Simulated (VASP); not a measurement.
NaH:

```
Na H
1.0
     2.93239    0.00000    0.00000
     0.00000    2.93239    0.00000
     0.00000    0.00000    2.93239
Na H
1 1
Direct
  0.00000 0.00000 0.00000
  0.50000 0.50000 0.50000
```

Program: VASP 6.6.1. Alike in all runs: task single point; potentials or basis VASP PAW PBE potentials, release 64 (Na_pv, H); no spin polarisation; cell as given; smearing gaussian 0.01 eV.

Question: Order these runs on this cell by their band gap on the k mesh, lowest first.
A. level PBE-based screened hybrid; k mesh 4 × 4 × 4; cutoff (eV) 520; grid for exact exchange (PRECFOCK) Normal; screening parameter 0.2078 1/Å; share of exact exchange 1
B. level PBE; k mesh 6 × 6 × 6; cutoff (eV) 500
C. level PBE; k mesh 6 × 6 × 6, shifted; cutoff (eV) 500
D. level HSE06; k mesh 4 × 4 × 4; cutoff (eV) 520; grid for exact exchange (PRECFOCK) Normal; screening parameter 0.2079 1/Å
E. level PBE-based screened hybrid; k mesh 4 × 4 × 4; cutoff (eV) 520; grid for exact exchange (PRECFOCK) Normal; screening parameter 0.2078 1/Å; share of exact exchange 0.5

Answer: B (1.03 eV), D (1.89 eV), C (2.31 eV), E (2.82 eV), A (4.80 eV).

Caveats: some runs use coarse meshes.

A k mesh can miss the band edges.
